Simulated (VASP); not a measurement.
Set up this calculation in VASP 6.6.1, as the native input.

| Item | Value |
| --- | --- |
| Task | single point |
| Functional | PBEsol |
| Potentials or basis | VASP PAW PBE potentials, release 64 (Be) |
| Cutoff | 520 eV |
| k mesh | 14 × 14 × 19 |
| Occupations | fermi-dirac, width 0.05 eV |
| Spin | no spin polarisation |
| Dipole correction | no |
| Further INCAR settings | ALGO = Normal; EDIFF = 1e-06; NBANDS = 10 |

The structure of Be lies in POSCAR:

```
Be
1.0
    2.6597125869      0.0000000000      0.0000000000
   -1.3298562934      2.3033786670      0.0000000000
    0.0000000000      0.0000000000      1.5831664552
Be
3
Direct
    0.0000000000      0.0000000000      0.0000000000
    0.3333333333      0.6666666667      0.5000000000
    0.6666666667      0.3333333333      0.5000000000
```

These files were run (other wordings do the same):

INCAR

```
PREC = Accurate
ENCUT = 520
EDIFF = 1E-6
ISMEAR = -1
SIGMA = 0.05
LREAL = False
LASPH = True
NELM = 100
ALGO = Normal
ISIF = 2
LWAVE = False
LCHARG = False
GGA = PS
NBANDS = 10
```

KPOINTS

```
Automatic mesh
0
Gamma
  14 14 19
```

Potentials or basis: VASP PAW PBE potentials, release 64 (Be).

Command:

```bash
$ cat potpaw_PBE.64/Be/POTCAR > POTCAR
$ mpirun -np 1 vasp_std > vasp.out
```

It gave:

The pressure is 476.2 GPa and the band gap on the k mesh is zero (band 3 reaches 25.57 eV, above the bottom of band 4 at 15.16 eV).

Caveat: the PAW data sets were made with another functional, which shifts forces and pressure a little.

Wall time 12 s on 1 thread of AMD EPYC 7R13 Processor (Zen 3), on a shared host, peak memory 0.1 GiB.
